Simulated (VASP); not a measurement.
Write the native input for VASP 6.6.1 that does the following.

```
Task                   : single point
Functional             : LDA
Potentials or basis    : VASP PAW LDA potentials, release 64 (I)
Cutoff                 : 520 eV
k mesh                 : 3 × 3 × 2
Occupations            : fermi-dirac, width 0.05 eV
Spin                   : no spin polarisation
Dipole correction      : no
Further INCAR settings : ALGO = Normal; EDIFF = 1e-06; NBANDS = 22
```

The structure of I lies in POSCAR:

```
I
1.0
    3.5886574692     -2.1413150360      0.0000000000
    3.5886574692      2.1413150360      0.0000000000
    0.0000000000      0.0000000000      9.6272130010
I
4
Direct
    0.8254264989      0.1745735011      0.1231842597
    0.6745735011      0.3254264989      0.6231842597
    0.1745735011      0.8254264989      0.8768157403
    0.3254264989      0.6745735011      0.3768157403
```

One way to write it, as run:

INCAR

```
ALGO = Normal ; EDIFF = 1E-6
ENCUT = 520 ; ISIF = 2
ISMEAR = -1 ; LASPH = True
LCHARG = False ; LREAL = False
LWAVE = False ; NBANDS = 22
NELM = 80 ; PREC = Accurate
SIGMA = 0.05
```

KPOINTS

```
k-points
0
Gamma
  3 3 2
```

Potentials or basis: VASP PAW LDA potentials, release 64 (I).

Run with:

```bash
$ cat potpaw_LDA.64/I/POTCAR > POTCAR
$ mpirun -np 1 vasp_std > vasp.out
```

Results of the run:

| Item | Value |
| --- | --- |
| Pressure | -0.2 GPa |
| Largest force | 0.117 eV/Å |
| Band gap on the k mesh | 0.82 eV (least direct gap 1.02 eV) |

Caveat: the k points lie up to 0.57 Å⁻¹ apart; spin-orbit coupling is left out, which moves the levels of the heavy elements; an odd mesh through Γ misses points on the zone boundary, where band edges can lie.

Wall time 29 s on 1 thread of Intel Xeon 8259CL, with other jobs on the host, peak memory 0.2 GiB.
